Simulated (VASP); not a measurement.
Wanted: the native input for a VASP 6.6.1 run.

* Task: single point
* Functional: PBE
* Potentials or basis: VASP PAW PBE potentials, release 64 (Fe)
* Cutoff: 520 eV
* k mesh: 6 × 12 × 12
* Occupations: gaussian, width 0.1 eV
* Spin: collinear spin, ferromagnetic start
* Starting moments: [4.0, 4.0] μB
* Dipole correction: no
* Further INCAR settings: ALGO = Normal; EDIFF = 1e-06; NBANDS = 19

The structure of Fe lies in POSCAR:

```
Fe
1.0
    0.0000000000      3.5570000000      3.5570000000
    1.7785000000      0.0000000000      1.7785000000
    1.7785000000      1.7785000000      0.0000000000
Fe
2
Direct
    0.0000000000      0.0000000000      0.0000000000
    0.5000000000      0.0000000000      0.0000000000
```

This isn't the form of Fe at room conditions, which is bcc.

These files were run (other wordings do the same):

INCAR

```
SYSTEM = Fe
  ALGO = Normal
  EDIFF = 1E-6
  ENCUT = 520
  GGA = PE
  ISIF = 2
  ISMEAR = 0
  ISPIN = 2
  LASPH = .TRUE.
  LCHARG = .FALSE.
  LMAXMIX = 4
  LORBIT = 11
  LREAL = .FALSE.
  LWAVE = .FALSE.
  MAGMOM = 4 4
  NBANDS = 19
  NELM = 150
  PREC = Accurate
  SIGMA = 0.1
```

KPOINTS

```
k-points
0
G
  6 12 12
  0 0 0
```

Potentials or basis: VASP PAW PBE potentials, release 64 (Fe).

The run is started by

```bash
$ cat potpaw_PBE.64/Fe/POTCAR > POTCAR
$ mpirun -np 1 vasp_std > vasp.out
```

It gave:

| Quantity | Value |
| --- | --- |
| Pressure | 7.8 GPa |
| Net moment | 4.62 μB per cell |
| Site moments | Fe +2.30 μB |
| Valence electrons inside the program's atomic spheres | Fe 7.29 |

Caveat: the cell stands under pressure.

It took 2.3 min on 1 thread of Intel Xeon 8259CL, on a shared host, peak memory 0.2 GiB.
